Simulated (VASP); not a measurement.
A run of VASP 6.6.1 is set up as follows.

Contents of INCAR:

```
SYSTEM = SiB4Mo
PREC     = Accurate       ! precision mode
ENCUT    = 600            ! plane-wave cutoff, eV
EDIFF    = 1E-6           ! SCF threshold, eV
ISMEAR   = 0              ! smearing method
SIGMA    = 0.1            ! smearing width, eV
LREAL    = .False.        ! projectors in reciprocal space
LASPH    = .True.         ! aspherical terms in the spheres
NELM     = 100            ! most SCF steps
ALGO     = Normal         ! electronic algorithm
ISIF     = 3              ! what is computed and relaxed
LWAVE    = .False.        ! write WAVECAR
LCHARG   = .False.        ! write CHGCAR
GGA      = PE             ! functional
IBRION   = 2              ! ionic algorithm
NSW      = 90             ! ionic steps
EDIFFG   = -0.04          ! ionic threshold
```

Contents of KPOINTS:

```
regular mesh
0
Gamma
  4 4 4
  0 0 0
```

The input POSCAR:

```
SiB4Mo
1.0
    0.0000000000      3.2903196300      3.2903196300
    3.2903196300      0.0000000000      3.2903196300
    3.2903196300      3.2903196300      0.0000000000
Si B Mo
1 4 1
Direct
    0.2500000000      0.2500000000      0.2500000000
    0.8546502900      0.8546502900      0.8546502900
    0.8546502900      0.8546502900      0.4360491400
    0.8546502900      0.4360491400      0.8546502900
    0.4360491400      0.8546502900      0.8546502900
    0.0000000000      0.0000000000      0.0000000000
```

Potentials or basis: VASP PAW PBE potentials, release 64 (Si, B, Mo_sv).

The run is started by

```sh
$ cat potpaw_PBE.64/Si/POTCAR potpaw_PBE.64/B/POTCAR potpaw_PBE.64/Mo_sv/POTCAR > POTCAR
$ mpirun -np 1 vasp_std > vasp.out
```

(1) Predict the band gap on the k mesh.

(2) Estimate the space group after relaxing (to 0.1 Å).

(3) Predict the relaxed cell.

(4) Predict the relaxed volume.

## Answers

(1) zero (bands 15 and 16 overlap by 0.81 eV).

(2) F-43m (No. 216).

(3) a = 5.059 Å, b = 5.059 Å, c = 5.059 Å, α = 60.00°, β = 60.00°, γ = 60.00°.

(4) 15.26 Å³/atom.

Caveat: the k points lie up to 0.38 Å⁻¹ apart in the final cell, too coarse for converged energies and pressures of a metal; the volume moved by over 15 % at a fixed basis, so the end points are rough.
